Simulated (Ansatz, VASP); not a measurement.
# One calculation of PbS, two programs

```xyz
4
Lattice="2.9839 -2.9829 0.0000 2.9839 2.9829 0.0000 -1.0987 0.0000 11.1678" Properties=species:S:1:pos:R:3 pbc="T T T"
Pb    0.9419    0.0000    4.1568
Pb    3.9271    0.0000    7.0110
S     3.9253    0.0000    4.3525
S     0.9437    0.0000    6.8154
```

Alike in both runs: task single point; functional PBE; k mesh 4 × 4 × 2; occupations gaussian, width 0.1 eV; no spin polarisation.

```csv
,VASP,Ansatz
version,VASP 6.6.1,Ansatz 0.2.0
potentials or method,"VASP PAW PBE potentials, release 64 (Pb_d, S), cutoff 520 eV","scalar-relativistic, plane waves, PAW"
valence electrons in the cell,40,40
```

Ansatz gave:

- gap on the k mesh at the Fermi level (eV): 2.05
- least direct gap on the mesh (eV): 2.06
- rms of the force components (eV/Å): 0.072

Estimate VASP's values.

gap on the k mesh at the Fermi level (eV): 2.05; least direct gap on the mesh (eV): 2.06; rms of the force components (eV/Å): 0.070.

Atom by atom the forces differ by 0.003 eV/Å (rms over components). With one functional, cell and mesh, what is left measures potentials, basis and numerics.

Spin-orbit coupling is off throughout.
